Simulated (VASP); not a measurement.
# TiAl (P4/mmm) in VASP: a series of runs, part 2 of 2

VASP 6.6.1.

### 4 Single point, LDA (strain +0.040 along x and y, -0.040 along z)

Input file INCAR:

```
PREC = Accurate ; ENCUT = 520
EDIFF = 1E-6 ; ISMEAR = 0
SIGMA = 0.15 ; LREAL = F
LASPH = T ; NELM = 100
ALGO = Fast ; ISIF = 2
LWAVE = F ; LCHARG = F
NBANDS = 14
```

Input file KPOINTS:

```
regular mesh
0
Gamma
  16 16 16
```

Input file POSCAR:

```
TiAl
1.0
    3.3062265600      0.0000000000      0.0000000000
    0.0000000000      3.3062265600      0.0000000000
    0.0000000000      0.0000000000      3.0519014400
Ti Al
1 1
Direct
    0.0000000000      0.0000000000      0.0000000000
    0.5000000000      0.5000000000      0.5000000000
```

Potentials or basis: VASP PAW LDA potentials, release 64 (Ti_sv, Al).

Started as:

```console
> cat potpaw_LDA.64/Ti_sv/POTCAR potpaw_LDA.64/Al/POTCAR > POTCAR
> mpirun -np 1 vasp_std > vasp.out
```

OUTCAR:

```text
PREC = Accurate
   ENCUT = 520
   EDIFF = 1E-6
   ISMEAR = 0
   LREAL = F
   LASPH = T
   NELM = 100
   ISIF = 2

 ion  position               nearest neighbor table
   1  0.000  0.000  0.000-   2 2.79   2 2.79   2 2.79   2 2.79   2 2.79   2 2.79   2 2.79   2 2.79

   2  0.500  0.500  0.500-   1 2.79   1 2.79   1 2.79   1 2.79   1 2.79   1 2.79   1 2.79   1 2.79

  LATTYP: Found a simple tetragonal cell.
 ALAT       =     3.3062265600
 C/A-ratio  =     0.9230769231

  Lattice vectors:

 A1 = (   3.3062265600,   0.0000000000,   0.0000000000)
 A2 = (   0.0000000000,   3.3062265600,   0.0000000000)
 A3 = (   0.0000000000,   0.0000000000,   3.0519014400)

Analysis of symmetry for initial positions (statically):
=====================================================================
 Subroutine PRICEL returns:
 Original cell was already a primitive cell.

 Routine SETGRP: Setting up the symmetry group for a
 simple tetragonal supercell.

 Subroutine GETGRP returns: Found 16 space group operations
 (whereof 16 operations were pure point group operations)
 out of a pool of 16 trial point group operations.

The static configuration has the point symmetry D_4h.

Analysis of symmetry for dynamics (positions and initial velocities):
=====================================================================
 Subroutine PRICEL returns:
 Original cell was already a primitive cell.

 Routine SETGRP: Setting up the symmetry group for a
 simple tetragonal supercell.

 Subroutine GETGRP returns: Found 16 space group operations
 (whereof 16 operations were pure point group operations)
 out of a pool of 16 trial point group operations.

The dynamic configuration has the point symmetry D_4h.

 Subroutine INISYM returns: Found 16 space group operations
 (whereof 16 operations are pure point group operations),
 and found     1 'primitive' translations

----------------------------------------------------------------------------------------

                                     Primitive cell

  volume of cell :      33.3607

  direct lattice vectors                    reciprocal lattice vectors
     3.306226560  0.000000000  0.000000000     0.302459611  0.000000000  0.000000000
     0.000000000  3.306226560  0.000000000     0.000000000  0.302459611  0.000000000
     0.000000000  0.000000000  3.051901440     0.000000000  0.000000000  0.327664579

  length of vectors
     3.306226560  3.306226560  3.051901440     0.302459611  0.302459611  0.327664579

  position of ions in fractional coordinates (direct lattice)
     0.000000000  0.000000000  0.000000000
     0.500000000  0.500000000  0.500000000

  ion indices of the primitive-cell ions
   primitive index   ion index
                 1           1
                 2           2

----------------------------------------------------------------------------------------

 KPOINTS: regular mesh

Automatic generation of k-mesh.
 Grid dimensions read from file:
 generate k-points for:   16   16   16

 Generating k-lattice:

  Cartesian coordinates                     Fractional coordinates (reciprocal lattice)
     0.018903726  0.000000000  0.000000000     0.062500000  0.000000000  0.000000000
     0.000000000  0.018903726  0.000000000     0.000000000  0.062500000  0.000000000
     0.000000000  0.000000000  0.020479036     0.000000000  0.000000000  0.062500000

  Length of vectors
     0.018903726  0.018903726  0.020479036

  Shift w.r.t. Gamma in fractional coordinates (k-lattice)
     0.000000000  0.000000000  0.000000000

 Subroutine IBZKPT returns following result:
 ===========================================

 Found    405 irreducible k-points:

 Following reciprocal coordinates:
            Coordinates               Weight
  0.000000  0.000000  0.000000      1.000000
  0.062500  0.000000  0.000000      4.000000
  0.125000  0.000000  0.000000      4.000000
  0.187500  0.000000  0.000000      4.000000
  0.250000  0.000000  0.000000      4.000000
  0.312500  0.000000  0.000000      4.000000
[... 16 lines left out ...]
  0.437500  0.125000  0.000000      8.000000
  0.500000  0.125000  0.000000      4.000000
 [... further k-points ...]
   k-points           NKPTS =    405   k-points in BZ     NKDIM =    405   number of bands    NBANDS=     14
   number of dos      NEDOS =    301   number of ions     NIONS =      2
   total plane-waves  NPLWV =  18816
   dimension x,y,z NGX =    28 NGY =   28 NGZ =   24
   dimension x,y,z NGXF=    56 NGYF=   56 NGZF=   48
   ions per type =               1   1
   NGX,Y,Z   is equivalent  to a cutoff of  14.08, 14.08, 13.07 a.u.
   NGXF,Y,Z  is equivalent  to a cutoff of  28.16, 28.16, 26.15 a.u.
 SYSTEM =  unknown system
   PREC   = accura    normal or accurate (medium, high low for compatibility)
   ISTART =      0    job   : 0-new  1-cont  2-samecut
   ICHARG =      2    charge: 1-file 2-atom 10-const
   ISPIN  =      1    spin polarized calculation?
   LNONCOLLINEAR =      F non collinear calculations
   LSORBIT =      F    spin-orbit coupling
   LASPH  =      T    aspherical Exc in radial PAW
   ENCUT  =  520.0 eV  38.22 Ry    6.18 a.u.   6.15  6.15  5.67*2*pi/ulx,y,z
   NELM   =    100;   NELMIN=  2; NELMDL= -5     # of ELM steps
   EDIFF  = 0.1E-05   stopping-criterion for ELM
   LREAL  =      F    real-space projection
   EDIFFG = 0.1E-04   stopping-criterion for IOM
   NSW    =      0    number of steps for IOM
   IBRION =     -1    ionic relax: 0-MD 1-quasi-New 2-CG
   NFREE  =      0    steps in history (QN), initial steepest desc. (CG)
   ISIF   =      2    stress and relaxation
   ISYM   =      2    0-nonsym 1-usesym 2-fastsym
   POTIM  = 0.5000    time-step for ionic-motion
   TEBEG  =    0.0;   TEEND  =   0.0 temperature during run
   PSTRESS=    0.0 pullay stress
   NELECT =      15.0000    total number of electrons
   NUPDOWN=      -1.0000    fix difference up-down
   EMIN   =  10.00;   EMAX   =-10.00  energy-range for DOS
   EFERMI =   0.00;   METHOD = LEGACY
   ISMEAR =     0;   SIGMA  =   0.15  broadening in eV -4-tet -1-fermi 0-gaus
   EFERMI_NEDOS =   21; number of points for ismear=-14 and -15
   IALGO  =     68    algorithm
   IMIX   =      4    mixing-type and parameters
     AMIX     =   0.40;   BMIX     =  1.00
     AMIX_MAG =   1.60;   BMIX_MAG =  1.00
  volume/ion in A,a.u.               =      16.68       112.56
  Fermi-wavevector in a.u.,A,eV,Ry     =   1.254180  2.370057 21.401535  1.572968
  Thomas-Fermi vector in A             =   2.387998
   LORBIT       =      0    0 simple, 1 ext, 2 COOP (PROOUT), +10 PAW based schemes
   GGA     = CA    functional components
   LHFCALC =     F    Hartree Fock is set to
   AEXX    =    0.0000 exact exchange contribution
   IVDW    =     0    specifies the selected vdW correction
   LEPSILON=     F    determine dielectric tensor
   LRPA    =     F    only Hartree local field effects (RPA)
 non-spin polarized calculation
 RMM-DIIS sequential band-by-band and
 Gauss-broadening in eV      SIGMA  =   0.15
  energy-cutoff  :      520.00
  volume of cell :       33.36
 maximum number of plane-waves:       928
 NGX is ok and might be reduce to    28
   NGX = 13   NGY = 13   NGZ = 11

 number of electron      15.0000000 magnetization

 Free energy of the ion-electron system (eV)
  ---------------------------------------------------
  ext. energy  EPLUGINS =         0.00000000
  ---------------------------------------------------
  free energy    TOTEN  =       -13.24194572 eV

  energy without entropy =      -13.20887324  energy(sigma->0) =      -13.22540948

 E-fermi :   8.0917     XC(G=0): -11.1497

 val. band max:        8.0904000330   @ k =   0.1250   0.0625   0.3750
 cond. band min:       8.0925318541   @ k =   0.1250   0.1250   0.3750
 fundamental gap:      0.0021318211
 Fermi energy:         8.0916903308

 k-point     1 :       0.0000    0.0000    0.0000
  band No.  band energies     occupation
      1     -48.1275      2.00000
      2     -24.7490      2.00000
      3     -24.7490      2.00000
      4     -24.6328      2.00000
      5      -0.9022      2.00000
      6       6.7088      2.00000
      7       6.8650      2.00000
      8       9.5533      0.00000
      9       9.9597      0.00000
     10       9.9597      0.00000
     11      11.6895      0.00000
     12      11.6895      0.00000
     13      13.8706      0.00000
     14      16.5383      0.00000
[... 377 lines left out ...]
      1     -48.1166      2.00000
      2     -24.8673      2.00000
      3     -24.7552      2.00000
      4     -24.6221      2.00000
      5       2.0749      2.00000
      6       3.3022      2.00000
      7       7.5828      2.00000
      8       7.6262      1.99999
      9       8.8602      0.00000
     10       9.9503      0.00000
     11      10.6758      0.00000
     12      14.0683      0.00000
     13      15.3855      0.00000
     14      17.1229      0.00000

 [... further k-points ...]
[... 5 lines left out ...]
  --------------------------------------------------------------------------------------
  -------------------------------------------------------------------------------------
  Total       -1.7211936     -1.7211936     -2.2055013      0.0000000     -0.0000000      0.0000000
  in kB      -82.6617481    -82.6617481   -105.9210240      0.0000000     -0.0000000      0.0000000
  external PRESSURE =     -90.4148400 kB  Pullay stress =       0.0000000 kB

 VOLUME and BASIS-vectors are now :
 -----------------------------------------------------------------------------
  energy-cutoff  :      520.00
  volume of cell :       33.36
      direct lattice vectors                 reciprocal lattice vectors
     3.306226560  0.000000000  0.000000000     0.302459611  0.000000000  0.000000000
     0.000000000  3.306226560  0.000000000     0.000000000  0.302459611  0.000000000
     0.000000000  0.000000000  3.051901440     0.000000000  0.000000000  0.327664579

 POSITION                                       TOTAL-FORCE (eV/Angst)
 -----------------------------------------------------------------------------------
      0.00000      0.00000      0.00000         0.000000      0.000000      0.000000
      1.65311      1.65311      1.52595         0.000000      0.000000      0.000000
 -----------------------------------------------------------------------------------
    total drift:                               -0.000000     -0.000000     -0.000000

  FREE ENERGIE OF THE ION-ELECTRON SYSTEM (eV)
  ---------------------------------------------------
  free  energy   TOTEN  =       -13.2419457162 eV

  energy  without entropy=      -13.2088732375  energy(sigma->0) =      -13.22540948
```

stdout:

```text
POSCAR found type information on POSCAR TiAl
 POSCAR found :  2 types and       2 ions
 scaLAPACK will be used
 LDA part: xc-table for (Slater(with rela. corr.)+CA(PZ))
 , standard interpolation
 POSCAR, INCAR and KPOINTS ok, starting setup
 FFT: planning ... GRIDC
 FFT: planning ... GRID_SOFT
 FFT: planning ... GRID
 WAVECAR not read
 entering main loop
WARNING in EDDRMM: call to ZHEGV failed, returncode =   8  4     10
WARNING in EDDRMM: call to ZHEGV failed, returncode =   8  4      6
WARNING in EDDRMM: call to ZHEGV failed, returncode =   6  3      5
WARNING in EDDRMM: call to ZHEGV failed, returncode =   6  3      6
WARNING in EDDRMM: call to ZHEGV failed, returncode =   8  4      6
WARNING in EDDRMM: call to ZHEGV failed, returncode =   6  3     14
WARNING in EDDRMM: call to ZHEGV failed, returncode =   6  3      8
WARNING in EDDRMM: call to ZHEGV failed, returncode =   6  3     11
WARNING in EDDRMM: call to ZHEGV failed, returncode =   8  4     14
WARNING in EDDRMM: call to ZHEGV failed, returncode =   6  3     12
```

Run time: 3.3 min. Hardware: 1 thread of Intel Xeon 6975P-C, shared host; peak memory 0.3 GiB.

Results:

```yaml
Free_energy: -13.2419 eV
Pressure: -9.0 GPa
```

Caveat: the cell differs from its parent crystal (strain +0.040 along x and y, -0.040 along z).

### 5 Summary

```tsv
cell	gap on the mesh (eV)	pressure (GPa)
a = 3.052, b = 3.052, c = 3.433 Å, 2 atoms	none	-5.2
a = 3.306, b = 3.306, c = 2.925 Å, 2 atoms	none	-4.7
a = 3.306, b = 3.306, c = 3.052 Å, 2 atoms	none	-9.0
```

Alike in all rows: task single point; level LDA; potentials or basis VASP PAW LDA potentials, release 64 (Ti_sv, Al); no spin polarisation; k mesh 16 × 16 × 16; cutoff (eV) 520; smearing gaussian 0.15 eV.

Absolute energies hang on the potentials; compare differences alone.
